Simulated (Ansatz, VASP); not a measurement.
# Two plane-wave programs on HCl4

Contents of INCAR:

```
SYSTEM = HCl4
  ALGO = Normal
  EDIFF = 1E-6
  ENCUT = 520
  GGA = PE
  ISIF = 2
  ISMEAR = 0
  IVDW = 12
  LASPH = .True.
  LCHARG = .False.
  LREAL = .False.
  LWAVE = .False.
  NBANDS = 22
  NELM = 100
  PREC = Accurate
  SIGMA = 0.1
```

File KPOINTS:

```
k-points
0
Gamma
  8 8 8
  0 0 0
```

Contents of POSCAR:

```
HCl4
1.0
    4.3748615466      0.0000000000      0.0000000000
    0.0000000000      4.3748615466      0.0000000000
    0.0000000000      0.0000000000      4.3748615466
H Cl
1 4
Direct
    0.5000000000      0.5000000000      0.5000000000
    0.0000000000      0.5000000000      0.5000000000
    0.5000000000      0.0000000000      0.5000000000
    0.5000000000      0.5000000000      0.0000000000
    0.0000000000      0.0000000000      0.0000000000
```

Input for Ansatz:

```yaml
crystal:
  lattice:
    - [4.3748615466, 0.0, 0.0]
    - [0.0, 4.3748615466, 0.0]
    - [0.0, 0.0, 4.3748615466]
  atoms:
    - { symbol: H, position: [0.5, 0.5, 0.5] }
    - { symbol: Cl, position: [0.0, 0.5, 0.5] }
    - { symbol: Cl, position: [0.5, 0.0, 0.5] }
    - { symbol: Cl, position: [0.5, 0.5, 0.0] }
    - { symbol: Cl, position: [0.0, 0.0, 0.0] }
basis:
  ecutwfc: 420
kpoints:
  mp_grid: { grid: [8, 8, 8] }
  band_path:
    path:
      - [[0.0, 0.0, 0.0], [0.0, 0.5, 0.0], [0.5, 0.5, 0.0], [0.0, 0.0, 0.0], [0.5, 0.5, 0.5], [0.0, 0.5, 0.0]]
      - [[0.5, 0.5, 0.5], [0.5, 0.5, 0.0]]
    npoints: 14
hamiltonian:
  xc: pbe
  dispersion: d3bj
scf:
  occupations: { method: gaussian, width: 0.1 }
  n_extra_bands: 12
output:
  forces: true
  stress: true
  eigenvalues: true
  populations: true
  dos: { projected: true, de: 0.02, nscf_kmesh: { grid: [10, 10, 10] } }
  bader: true
  write_density: true
  write_potential: true
  elf: true
  volumetric_format: npy
```

Alike in both runs: task single point; functional PBE; dispersion D3(BJ); k mesh 8 × 8 × 8; occupations gaussian, width 0.1 eV; no spin polarisation.

```csv
,VASP,Ansatz
version,VASP 6.6.1,Ansatz 0.2.0
potentials or method,"VASP PAW PBE potentials, release 64 (H, Cl), cutoff 520 eV","scalar-relativistic, plane waves, PAW"
valence electrons in the cell,29,29
```

VASP gave:

- gap on the k mesh at the Fermi level (eV): none
- pressure (GPa): -0.1

Question: What did Ansatz give for the same quantities?

Answer: gap on the k mesh at the Fermi level (eV): none; pressure (GPa): 0.0.

A gap of «none» marks a metal or a gap that the smearing closes.
